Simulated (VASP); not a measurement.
# KI (R-3m) in VASP: settings compared

KI is run at these levels: r2SCAN, HSE06; tasks: single point.

Everything below comes from runs of VASP 6.6.1. Logs are shortened: lines on timing, memory, paths and dates and some standing lists are left out, and cuts for length are marked.

### 1 The cell of the first run

It takes space group R-3m (No. 166, trigonal). The conventional cell has a = 5.264 Å, b = 5.264 Å, c = 11.575 Å, α = 90.00°, β = 90.00°, γ = 120.00°. K (site symmetry -3m) has 6 I at 3.60 Å within 4.7 Å. Within 4.7 Å of I (site symmetry -3m) lie 6 K at 3.60 Å.

### 2 Single point, r2SCAN (epitaxial 111 strain +5.0%)

POSCAR reads:

```
KI
1.0
   -0.2541160140      3.4684457842      3.4684457842
    3.4684457842     -0.2541160140      3.4684457842
    3.4684457842      3.4684457842     -0.2541160140
K I
1 1
Direct
    0.0000000000      0.0000000000      0.0000000000
    0.5000000000      0.5000000000      0.5000000000
```

INCAR.step1 reads:

```
SYSTEM = KI
PREC     = Accurate       ! precision mode
ENCUT    = 520            ! plane-wave cutoff, eV
ISMEAR   = 0              ! smearing method
SIGMA    = 0.01           ! smearing width, eV
LREAL    = .FALSE.        ! projectors in reciprocal space
LASPH    = .TRUE.         ! aspherical terms in the spheres
NELM     = 80             ! most SCF steps
NBANDS   = 15             ! bands
GGA      = PE             ! functional
ALGO     = Normal         ! electronic algorithm
EDIFF    = 1E-4           ! SCF threshold, eV
LWAVE    = .TRUE.         ! write WAVECAR
LCHARG   = .FALSE.        ! write CHGCAR
```

INCAR.step2 reads:

```
SYSTEM = KI
PREC     = Accurate       ! precision mode
ENCUT    = 520            ! plane-wave cutoff, eV
EDIFF    = 1E-6           ! SCF threshold, eV
ISMEAR   = 0              ! smearing method
SIGMA    = 0.01           ! smearing width, eV
LREAL    = .FALSE.        ! projectors in reciprocal space
LASPH    = .TRUE.         ! aspherical terms in the spheres
NELM     = 80             ! most SCF steps
ALGO     = Normal         ! electronic algorithm
ISIF     = 2              ! what is computed and relaxed
LWAVE    = .FALSE.        ! write WAVECAR
LCHARG   = .FALSE.        ! write CHGCAR
METAGGA  = R2SCAN         ! meta-GGA
LMIXTAU  = .TRUE.       
NBANDS   = 15             ! bands
ISTART   = 1
```

KPOINTS reads:

```
Automatic mesh
0
G
  6 6 6
  0 0 0
```

Potentials or basis: VASP PAW PBE potentials, release 64 (K_sv, I).

Command:

```
$ cat potpaw_PBE.64/K_sv/POTCAR potpaw_PBE.64/I/POTCAR > POTCAR
$ cp INCAR.step1 INCAR
$ mpirun -np 1 vasp_std > vasp.out
$ cp INCAR.step2 INCAR
$ mpirun -np 1 vasp_std > vasp.out
```

OUTCAR:

```text
SYSTEM = KI
   PREC = Accurate
   ENCUT = 520
   EDIFF = 1E-6
   ISMEAR = 0
   LREAL = .FALSE.
   LASPH = .TRUE.
   NELM = 80
   ISIF = 2
   METAGGA = R2SCAN
   ISTART = 1

 ion  position               nearest neighbor table
   1  0.000  0.000  0.000-   2 3.60   2 3.60   2 3.60   2 3.60   2 3.60   2 3.60
   2  0.500  0.500  0.500-   1 3.60   1 3.60   1 3.60   1 3.60   1 3.60   1 3.60

  LATTYP: Found a trigonal (rhomboedric) cell.
 ALAT       =     4.9117010561
 COS(alpha) =     0.4255926611

  Lattice vectors:

 A1 = (  -0.2541160140,   3.4684457842,   3.4684457842)
 A2 = (   3.4684457842,  -0.2541160140,   3.4684457842)
 A3 = (   3.4684457842,   3.4684457842,  -0.2541160140)

Analysis of symmetry for initial positions (statically):
=====================================================================
 Subroutine PRICEL returns:
 Original cell was already a primitive cell.

 Routine SETGRP: Setting up the symmetry group for a
 trigonal (rhombohedral) supercell.

 Subroutine GETGRP returns: Found 12 space group operations
 (whereof 12 operations were pure point group operations)
 out of a pool of 12 trial point group operations.

The static configuration has the point symmetry D_3d.

Analysis of symmetry for dynamics (positions and initial velocities):
=====================================================================
 Subroutine PRICEL returns:
 Original cell was already a primitive cell.

 Routine SETGRP: Setting up the symmetry group for a
 trigonal (rhombohedral) supercell.

 Subroutine GETGRP returns: Found 12 space group operations
 (whereof 12 operations were pure point group operations)
 out of a pool of 12 trial point group operations.

The dynamic configuration has the point symmetry D_3d.

 Subroutine INISYM returns: Found 12 space group operations
 (whereof 12 operations are pure point group operations),
 and found     1 'primitive' translations

----------------------------------------------------------------------------------------

                                     Primitive cell

  volume of cell :      92.6063

  direct lattice vectors                    reciprocal lattice vectors
    -0.254116014  3.468445784  3.468445784    -0.129208665  0.139423544  0.139423544
     3.468445784 -0.254116014  3.468445784     0.139423544 -0.129208665  0.139423544
     3.468445784  3.468445784 -0.254116014     0.139423544  0.139423544 -0.129208665

  length of vectors
     4.911701056  4.911701056  4.911701056     0.235738687  0.235738687  0.235738687

  position of ions in fractional coordinates (direct lattice)
     0.000000000  0.000000000  0.000000000
     0.500000000  0.500000000  0.500000000

  ion indices of the primitive-cell ions
   primitive index   ion index
                 1           1
                 2           2

----------------------------------------------------------------------------------------

 KPOINTS: Automatic mesh

Automatic generation of k-mesh.
 Grid dimensions read from file:
 generate k-points for:    6    6    6

 Generating k-lattice:

  Cartesian coordinates                     Fractional coordinates (reciprocal lattice)
    -0.021534777  0.023237257  0.023237257     0.166666667  0.000000000  0.000000000
     0.023237257 -0.021534777  0.023237257     0.000000000  0.166666667  0.000000000
     0.023237257  0.023237257 -0.021534777     0.000000000  0.000000000  0.166666667

  Length of vectors
     0.039289781  0.039289781  0.039289781

  Shift w.r.t. Gamma in fractional coordinates (k-lattice)
     0.000000000  0.000000000  0.000000000

 Subroutine IBZKPT returns following result:
 ===========================================

 Found     32 irreducible k-points:

 Following reciprocal coordinates:
            Coordinates               Weight
  0.000000  0.000000  0.000000      1.000000
  0.166667  0.000000 -0.000000      6.000000
  0.333333  0.000000  0.000000      6.000000
  0.500000  0.000000  0.000000      3.000000
  0.166667  0.166667  0.000000      6.000000
  0.333333  0.166667  0.000000     12.000000
[... 16 lines left out ...]
  0.500000  0.500000  0.166667      6.000000
 -0.333333  0.500000  0.166667     12.000000
 [... further k-points ...]
   k-points           NKPTS =     32   k-points in BZ     NKDIM =     32   number of bands    NBANDS=     15
   number of dos      NEDOS =    301   number of ions     NIONS =      2
   total plane-waves  NPLWV =  64000
   dimension x,y,z NGX =    40 NGY =   40 NGZ =   40
   dimension x,y,z NGXF=    80 NGYF=   80 NGZF=   80
   ions per type =               1   1
   NGX,Y,Z   is equivalent  to a cutoff of  13.54, 13.54, 13.54 a.u.
   NGXF,Y,Z  is equivalent  to a cutoff of  27.08, 27.08, 27.08 a.u.
 SYSTEM =  KI
   PREC   = accura    normal or accurate (medium, high low for compatibility)
   ISTART =      1    job   : 0-new  1-cont  2-samecut
   ICHARG =      0    charge: 1-file 2-atom 10-const
   ISPIN  =      1    spin polarized calculation?
   LNONCOLLINEAR =      F non collinear calculations
   LSORBIT =      F    spin-orbit coupling
   LASPH  =      T    aspherical Exc in radial PAW
   ENCUT  =  520.0 eV  38.22 Ry    6.18 a.u.   9.13  9.13  9.13*2*pi/ulx,y,z
   NELM   =     80;   NELMIN=  2; NELMDL=  0     # of ELM steps
   EDIFF  = 0.1E-05   stopping-criterion for ELM
   LREAL  =      F    real-space projection
[... 7 lines left out ...]
   TEBEG  =    0.0;   TEEND  =   0.0 temperature during run
   PSTRESS=    0.0 pullay stress
   NELECT =      16.0000    total number of electrons
   NUPDOWN=      -1.0000    fix difference up-down
   EMIN   =  10.00;   EMAX   =-10.00  energy-range for DOS
   EFERMI =   0.00;   METHOD = LEGACY
   ISMEAR =     0;   SIGMA  =   0.01  broadening in eV -4-tet -1-fermi 0-gaus
   EFERMI_NEDOS =   21; number of points for ismear=-14 and -15
   IALGO  =     38    algorithm
   IMIX   =      4    mixing-type and parameters
     AMIX     =   0.40;   BMIX     =  1.00
     AMIX_MAG =   1.60;   BMIX_MAG =  1.00
  volume/ion in A,a.u.               =      46.30       312.47
  Fermi-wavevector in a.u.,A,eV,Ry     =   0.911804  1.723059 11.311688  0.831386
  Thomas-Fermi vector in A             =   2.036125
   LORBIT       =      0    0 simple, 1 ext, 2 COOP (PROOUT), +10 PAW based schemes
   METAGGA = R2SCAN    functional components
   LHFCALC =     F    Hartree Fock is set to
   AEXX    =    0.0000 exact exchange contribution
   IVDW    =     0    specifies the selected vdW correction
   LEPSILON=     F    determine dielectric tensor
   LRPA    =     F    only Hartree local field effects (RPA)
 non-spin polarized calculation
 Gauss-broadening in eV      SIGMA  =   0.01
  energy-cutoff  :      520.00
  volume of cell :       92.61
 maximum number of plane-waves:      2517
 NGX is ok and might be reduce to    40
   NGX = 19   NGY = 19   NGZ = 19

 number of electron      15.9999998 magnetization

 Free energy of the ion-electron system (eV)
  ---------------------------------------------------
  ext. energy  EPLUGINS =         0.00000000
  ---------------------------------------------------
  free energy    TOTEN  =       -33.96433052 eV

  energy without entropy =      -33.96433052  energy(sigma->0) =      -33.96433052

 E-fermi :  -0.7168     XC(G=0):  -7.3168

 val. band max:       -0.8174168647   @ k =   0.0000   0.0000   0.0000
 cond. band min:       3.4600519563   @ k =   0.0000   0.0000   0.0000
 fundamental gap:      4.2774688211
 Fermi energy:        -0.7167588879

 k-point     1 :       0.0000    0.0000    0.0000
  band No.  band energies     occupation
      1     -30.7712      2.00000
      2     -13.4888      2.00000
      3     -13.4732      2.00000
      4     -13.4732      2.00000
      5     -11.7233      2.00000
      6      -1.0511      2.00000
      7      -1.0511      2.00000
      8      -0.8174      2.00000
      9       3.4601      0.00000
     10       5.8146      0.00000
     11       5.8146      0.00000
     12       6.7119      0.00000
     13       6.9413      0.00000
     14       6.9413      0.00000
     15       9.2333      0.00000

 k-point     2 :       0.1667    0.0000   -0.0000
  band No.  band energies     occupation
      1     -30.7709      2.00000
      2     -13.5058      2.00000
      3     -13.4860      2.00000
      4     -13.4728      2.00000
      5     -11.6661      2.00000
      6      -1.3922      2.00000
      7      -1.1165      2.00000
      8      -0.9146      2.00000
      9       4.0324      0.00000
     10       5.8418      0.00000
     11       6.0939      0.00000
     12       6.8897      0.00000
     13       7.1864      0.00000
     14       7.2837      0.00000
     15      10.0081      0.00000

 k-point     3 :       0.3333    0.0000    0.0000
  band No.  band energies     occupation
      1     -30.7702      2.00000
      2     -13.5589      2.00000
      3     -13.4888      2.00000
      4     -13.4721      2.00000
      5     -11.5543      2.00000
      6      -1.9695      2.00000
      7      -1.2403      2.00000
      8      -1.0522      2.00000
      9       4.8232      0.00000
     10       6.3441      0.00000
     11       6.8036      0.00000
     12       7.5290      0.00000
     13       7.7961      0.00000
     14       8.2315      0.00000
     15       9.2099      0.00000
[... 343 lines left out ...]
 k-point    23 :       0.5000    0.5000    0.1667
  band No.  band energies     occupation
      1     -30.7691      2.00000
      2     -13.5389      2.00000
      3     -13.4868      2.00000
      4     -13.4868      2.00000
      5     -11.5537      2.00000
      6      -1.9117      2.00000
      7      -1.4493      2.00000
      8      -1.3707      2.00000
      9       4.7714      0.00000
     10       5.9109      0.00000
     11       7.0174      0.00000
     12       7.6814      0.00000
     13       8.6404      0.00000
     14       9.0861      0.00000
     15       9.4201      0.00000

 k-point    24 :      -0.3333    0.5000    0.1667
  band No.  band energies     occupation
      1     -30.7691      2.00000
      2     -13.5230      2.00000
      3     -13.5024      2.00000
      4     -13.4908      2.00000
      5     -11.5503      2.00000
      6      -1.8135      2.00000
      7      -1.5703      2.00000
      8      -1.4026      2.00000
      9       5.1355      0.00000
     10       6.0200      0.00000
     11       6.8149      0.00000
     12       7.9239      0.00000
     13       8.1479      0.00000
     14       9.2962      0.00000
     15       9.5550      0.00000

 [... further k-points ...]
[... 5 lines left out ...]
  --------------------------------------------------------------------------------------
  -------------------------------------------------------------------------------------
  Total       -0.2766630     -0.2766630     -0.2766630      0.1364452      0.1364452      0.1364452
  in kB       -4.7865326     -4.7865326     -4.7865326      2.3606315      2.3606315      2.3606315
  external PRESSURE =      -4.7865326 kB  Pullay stress =       0.0000000 kB

 VOLUME and BASIS-vectors are now :
 -----------------------------------------------------------------------------
  energy-cutoff  :      520.00
  volume of cell :       92.61
      direct lattice vectors                 reciprocal lattice vectors
    -0.254116014  3.468445784  3.468445784    -0.129208665  0.139423544  0.139423544
     3.468445784 -0.254116014  3.468445784     0.139423544 -0.129208665  0.139423544
     3.468445784  3.468445784 -0.254116014     0.139423544  0.139423544 -0.129208665

 POSITION                                       TOTAL-FORCE (eV/Angst)
 -----------------------------------------------------------------------------------
      0.00000      0.00000      0.00000         0.000000      0.000000     -0.000000
      3.34139      3.34139      3.34139        -0.000000     -0.000000      0.000000
 -----------------------------------------------------------------------------------
    total drift:                                0.000000     -0.000000     -0.000000

  FREE ENERGIE OF THE ION-ELECTRON SYSTEM (eV)
  ---------------------------------------------------
  free  energy   TOTEN  =       -33.9643305205 eV

  energy  without entropy=      -33.9643305205  energy(sigma->0) =      -33.96433052
```

It took 5.6 min on 1 thread of Oxide Virtual Turin-like, shared host; peak memory 0.24 GiB.

What came out:

```yaml
Free_energy: -33.9643 eV
Pressure: -0.5 GPa
Band_gap_on_the_k_mesh: 4.28 eV
```

Caveat: the cell differs from its parent crystal (epitaxial 111 strain +5.0%); the PAW data sets were made with another functional, which shifts forces and pressure a little; spin-orbit coupling is left out, which moves the levels of the heavy elements.

### 3 Single point, HSE06 (epitaxial 111 strain +5.0%)

POSCAR is that of step 2.

INCAR.step1 reads:

```
  PREC = Accurate
  ENCUT = 520
  EDIFF = 1E-5
  ISMEAR = 0
  SIGMA = 0.01
  LREAL = False
  LASPH = True
  NELM = 80
  ALGO = Normal
  ISIF = 2
  LWAVE = True
  LCHARG = False
  GGA = PE
  NBANDS = 15
```

INCAR.step2 reads:

```
  PREC = Accurate
  ENCUT = 520
  EDIFF = 1E-6
  ISMEAR = 0
  SIGMA = 0.01
  LREAL = False
  LASPH = True
  NELM = 80
  ALGO = Normal
  ISIF = 2
  LWAVE = False
  LCHARG = False
  GGA = PE
  LHFCALC = True
  HFSCREEN = 0.2079
  PRECFOCK = Normal
  ISTART = 1
  NBANDS = 15
```

KPOINTS reads:

```
Automatic mesh
0
Gamma
  4 4 4
```

Potentials or basis: VASP PAW PBE potentials, release 64 (K_sv, I).

Command:

```
$ cat potpaw_PBE.64/K_sv/POTCAR potpaw_PBE.64/I/POTCAR > POTCAR
$ cp INCAR.step1 INCAR
$ mpirun -np 1 vasp_std > vasp.out
$ cp INCAR.step2 INCAR
$ mpirun -np 1 vasp_std > vasp.out
```

Run time: 26 min. Hardware: 1 thread of Oxide Virtual Turin-like, shared host; peak memory 0.32 GiB.

The run converged. Its results:

```yaml
Free_energy: -6.3883 eV
Pressure: -0.2 GPa
Band_gap_on_the_k_mesh: 4.63 eV
```

Stress tensor (GPa, compression positive):
```
-0.21  0.23  0.23
 0.23 -0.21  0.23
 0.23  0.23 -0.21
```

Levels at points of the mesh, in eV from the valence-band top:
```tsv
k point	band 6	band 7	band 8	band 9	band 10	band 11
(0.00, 0.00, 0.00)	-0.24	-0.24	0.00	4.63	7.21	7.21
(0.50, 0.00, 0.00)	-1.46	-0.49	-0.31	6.29	8.33	8.75
(0.50, 0.50, 0.00)	-1.17	-0.66	-0.39	5.81	6.56	9.16
(0.50, 0.50, 0.50)	-1.41	-0.64	-0.64	6.17	8.61	8.61
```

Caveat: the cell differs from its parent crystal (epitaxial 111 strain +5.0%); the PAW data sets were made with another functional, which shifts forces and pressure a little; spin-orbit coupling is left out, which moves the levels of the heavy elements.
